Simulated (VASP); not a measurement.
Here is a VASP 6.6.1 calculation.

The input INCAR:

```
PREC = Accurate
ENCUT = 520
EDIFF = 1E-6
ISMEAR = -1
SIGMA = 0.05
LREAL = False
LASPH = True
NELM = 80
ALGO = Normal
ISIF = 2
LWAVE = False
LCHARG = False
NBANDS = 21
```

Contents of KPOINTS:

```
regular mesh
0
Gamma
  8 8 8
```

File POSCAR:

```
Pb
1.0
    0.0000000000      3.4046100549      3.4390000555
    3.4046100549      0.0000000000      3.4390000555
    3.4046100549      3.4046100549      0.0000000000
Pb
2
Direct
    0.0000000000      0.0000000000      0.0000000000
    0.2500000000      0.2500000000      0.2500000000
```

Potentials or basis: VASP PAW LDA potentials, release 64 (Pb_d).

Command:

```bash
$ cat potpaw_LDA.64/Pb_d/POTCAR > POTCAR
$ mpirun -np 1 vasp_std > vasp.out
```

Estimate the pressure.

-0.1 GPa.

What does it give for the band gap on the k mesh?

Zero (bands 14 and 15 overlap by 1.17 eV).

Stress tensor (GPa, compression positive):
```
-0.06  0.00  0.00
 0.00 -0.06  0.00
 0.00  0.00 -0.16
```

Caveat: the cell differs from its parent crystal (equal xx and yy strain of -1 %); spin-orbit coupling is left out, which moves the levels of the heavy elements.
